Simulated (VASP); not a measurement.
# InAs (F-43m) in VASP: single point with HSE06

Aim: the single point of InAs with HSE06.

Program: VASP 6.6.1. These are calculated values, not measurements. Logs are shortened: lines on timing, memory, paths and dates and some standing lists are left out, and cuts for length are marked.

## (1) The cell of the first run

It takes space group F-43m (No. 216, cubic). The conventional cell has a = 6.113 Å, b = 6.113 Å, c = 6.113 Å, α = 90.00°, β = 90.00°, γ = 90.00°. Within 3.5 Å of In (site symmetry -43m) lie 4 As at 2.65 Å. Within 3.5 Å of As (site symmetry -43m) lie 4 In at 2.65 Å.

## (2) Single point, HSE06

POSCAR reads:

```
InAs
1.0
    0.0000000000      3.0564337228      3.0564337228
    3.0564337228      0.0000000000      3.0564337228
    3.0564337228      3.0564337228      0.0000000000
In As
1 1
Direct
    0.0000000000      0.0000000000      0.0000000000
    0.2500000000      0.2500000000      0.2500000000
```

INCAR.step1 reads:

```
ALGO = Normal
EDIFF = 1E-5
ENCUT = 400
GGA = PE
GGA_COMPAT = F
ISIF = 2
ISMEAR = -1
LASPH = T
LCHARG = F
LREAL = F
LWAVE = T
NBANDS = 21
NELM = 120
PREC = Accurate
SIGMA = 0.02
```

INCAR.step2 reads:

```
ALGO = Normal
EDIFF = 1E-6
ENCUT = 400
GGA = PE
GGA_COMPAT = F
HFSCREEN = 0.2079
ISIF = 2
ISMEAR = -1
ISTART = 1
LASPH = T
LCHARG = F
LHFCALC = T
LREAL = F
LWAVE = F
NBANDS = 21
NELM = 120
PREC = Accurate
PRECFOCK = Normal
SIGMA = 0.02
```

KPOINTS reads:

```
k-points
0
Gamma
  4 4 4
```

Potentials or basis: VASP PAW PBE potentials, release 64 (In_d, As_d).

The run is started by

```
$ cat potpaw_PBE.64/In_d/POTCAR potpaw_PBE.64/As_d/POTCAR > POTCAR
$ cp INCAR.step1 INCAR
$ mpirun -np 1 vasp_std > vasp.out
$ cp INCAR.step2 INCAR
$ mpirun -np 1 vasp_std > vasp.out
```

OUTCAR:

```text
EDIFF = 1E-6
   ENCUT = 400
   GGA = PE
   HFSCREEN = 0.2079
   ISIF = 2
   ISMEAR = -1
   ISTART = 1
   LASPH = T
   LHFCALC = T
   LREAL = F
   NELM = 120
   PREC = Accurate
   PRECFOCK = Normal

 ion  position               nearest neighbor table
   1  0.000  0.000  0.000-   2 2.65   2 2.65   2 2.65   2 2.65
   2  0.250  0.250  0.250-   1 2.65   1 2.65   1 2.65   1 2.65

  LATTYP: Found a face centered cubic cell.
 ALAT       =     6.1128674456

  Lattice vectors:

 A1 = (   0.0000000000,   3.0564337228,   3.0564337228)
 A2 = (   3.0564337228,   0.0000000000,   3.0564337228)
 A3 = (   3.0564337228,   3.0564337228,   0.0000000000)

Analysis of symmetry for initial positions (statically):
=====================================================================
 Subroutine PRICEL returns:
 Original cell was already a primitive cell.

 Routine SETGRP: Setting up the symmetry group for a
 face centered cubic supercell.

 Subroutine GETGRP returns: Found 24 space group operations
 (whereof 24 operations were pure point group operations)
 out of a pool of 48 trial point group operations.

The static configuration has the point symmetry T_d .

Analysis of symmetry for dynamics (positions and initial velocities):
=====================================================================
 Subroutine PRICEL returns:
 Original cell was already a primitive cell.

 Routine SETGRP: Setting up the symmetry group for a
 face centered cubic supercell.

 Subroutine GETGRP returns: Found 24 space group operations
 (whereof 24 operations were pure point group operations)
 out of a pool of 48 trial point group operations.

The dynamic configuration has the point symmetry T_d .

 Subroutine INISYM returns: Found 24 space group operations
 (whereof 24 operations are pure point group operations),
 and found     1 'primitive' translations

----------------------------------------------------------------------------------------

                                     Primitive cell

  volume of cell :      57.1051

[... 68 lines left out ...]
   LASPH  =      T    aspherical Exc in radial PAW
   ENCUT  =  400.0 eV  29.40 Ry    5.42 a.u.   7.05  7.05  7.05*2*pi/ulx,y,z
   NELM   =    120;   NELMIN=  2; NELMDL=  0     # of ELM steps
   EDIFF  = 0.1E-05   stopping-criterion for ELM
   LREAL  =      F    real-space projection
   EDIFFG = 0.1E-04   stopping-criterion for IOM
   NSW    =      0    number of steps for IOM
   IBRION =     -1    ionic relax: 0-MD 1-quasi-New 2-CG
   NFREE  =      0    steps in history (QN), initial steepest desc. (CG)
   ISIF   =      2    stress and relaxation
   ISYM   =      3    0-nonsym 1-usesym 2-fastsym
   POTIM  = 0.5000    time-step for ionic-motion
   TEBEG  =    0.0;   TEEND  =   0.0 temperature during run
   PSTRESS=    0.0 pullay stress
   NELECT =      28.0000    total number of electrons
   NUPDOWN=      -1.0000    fix difference up-down
   EMIN   =  10.00;   EMAX   =-10.00  energy-range for DOS
   EFERMI =   0.00;   METHOD = LEGACY
   ISMEAR =    -1;   SIGMA  =   0.02  broadening in eV -4-tet -1-fermi 0-gaus
   EFERMI_NEDOS =   21; number of points for ismear=-14 and -15
   IALGO  =     38    algorithm
   IMIX   =      1    mixing-type and parameters
     AMIX     =   0.40;   BMIX     =  1.00
     AMIX_MAG =   1.60;   BMIX_MAG =  1.00
  volume/ion in A,a.u.               =      28.55       192.68
  Fermi-wavevector in a.u.,A,eV,Ry     =   1.290930  2.439503 22.674095  1.666499
  Thomas-Fermi vector in A             =   2.422731
   LORBIT       =      0    0 simple, 1 ext, 2 COOP (PROOUT), +10 PAW based schemes
   GGA     = PE    functional components
   LHFCALC =     T    Hartree Fock is set to
   PRECFOCK=normal    Normal, Fast or Accurate (Low or Medium for compatibility)
   ENCUT4O =  -1.0   cutoff for four orbital integrals eV
   NKREDX  =     1    reduce k-point grid by
   NKREDY  =     1    reduce k-point grid by
   NKREDZ  =     1    reduce k-point grid by
   AEXX    =    0.2500 exact exchange contribution
   HFSCREEN=    0.2079 screening length (either q_TF or 0.3 A-1)
   HFSCREENC=   0.2079 screening length for correlation (either q_TF or 0.3 A-1)
   ENCUTFOCK=  -1.0 apply spherical cutoff to Coloumb kernel
   IVDW    =     0    specifies the selected vdW correction
   LEPSILON=     F    determine dielectric tensor
   LRPA    =     F    only Hartree local field effects (RPA)
 non-spin polarized calculation
  energy-cutoff  :      400.00
  volume of cell :       57.11
 maximum number of plane-waves:      1056
  NGX = 24; NGY = 24; NGZ = 24

 number of electron      27.9999984 magnetization

 Free energy of the ion-electron system (eV)
  ---------------------------------------------------
  ext. energy  EPLUGINS =         0.00000000
  ---------------------------------------------------
  free energy    TOTEN  =        -9.13506899 eV

  energy without entropy =       -9.13506740  energy(sigma->0) =       -9.13506820

 E-fermi :   3.3909     XC(G=0):  -7.6535

 val. band max:        3.1885067868   @ k =   0.0000   0.0000   0.0000
 cond. band min:       3.5712780694   @ k =   0.0000   0.0000   0.0000
 fundamental gap:      0.3827712825
 Fermi energy:         3.3908788161

 k-point     1 :       0.0000    0.0000    0.0000
  band No.  band energies     occupation
      1     -35.2189      2.00000
      2     -35.2189      2.00000
      3     -35.2189      2.00000
      4     -35.2110      2.00000
      5     -35.2110      2.00000
      6     -12.9192      2.00000
[... 181 lines left out ...]
     20      15.8458      0.00000
     21      15.8807      0.00000

------------------------ aborting loop because EDIFF is reached ----------------------------------------

  FORCE on cell =-STRESS in cart. coord.  units (eV):
  Direction    XX          YY          ZZ          XY          YZ          ZX
  --------------------------------------------------------------------------------------
  -------------------------------------------------------------------------------------
  Total        0.0102934      0.0102934      0.0102934     -0.0000000     -0.0000000     -0.0000000
  in kB        0.2887970      0.2887970      0.2887970     -0.0000000     -0.0000000     -0.0000000
  external PRESSURE =       0.2887970 kB  Pullay stress =       0.0000000 kB

 VOLUME and BASIS-vectors are now :
 -----------------------------------------------------------------------------
  energy-cutoff  :      400.00
  volume of cell :       57.11
      direct lattice vectors                 reciprocal lattice vectors
     0.000000000  3.056433723  3.056433723    -0.163589348  0.163589348  0.163589348
     3.056433723  0.000000000  3.056433723     0.163589348 -0.163589348  0.163589348
     3.056433723  3.056433723  0.000000000     0.163589348  0.163589348 -0.163589348

 POSITION                                       TOTAL-FORCE (eV/Angst)
 -----------------------------------------------------------------------------------
      0.00000      0.00000      0.00000        -0.000000     -0.000000     -0.000000
      1.52822      1.52822      1.52822         0.000000      0.000000      0.000000
 -----------------------------------------------------------------------------------
    total drift:                                0.000006      0.000005      0.000013

  FREE ENERGIE OF THE ION-ELECTRON SYSTEM (eV)
  ---------------------------------------------------
  free  energy   TOTEN  =        -9.1350689948 eV

  energy  without entropy=       -9.1350673968  energy(sigma->0) =       -9.13506820
```

Wall time 6.6 min (1 thread of Intel Xeon 6975P-C (Granite Rapids), shared host); peak memory 0.26 GiB.

Results:

```
Free energy            : -9.1351 eV
Pressure               : 0.0 GPa
Band gap on the k mesh : 0.38 eV
```

Caveat: the k points lie up to 0.45 Å⁻¹ apart; the PAW data sets were made with another functional, which shifts forces and pressure a little; spin-orbit coupling is left out, which moves the levels of the heavy elements.
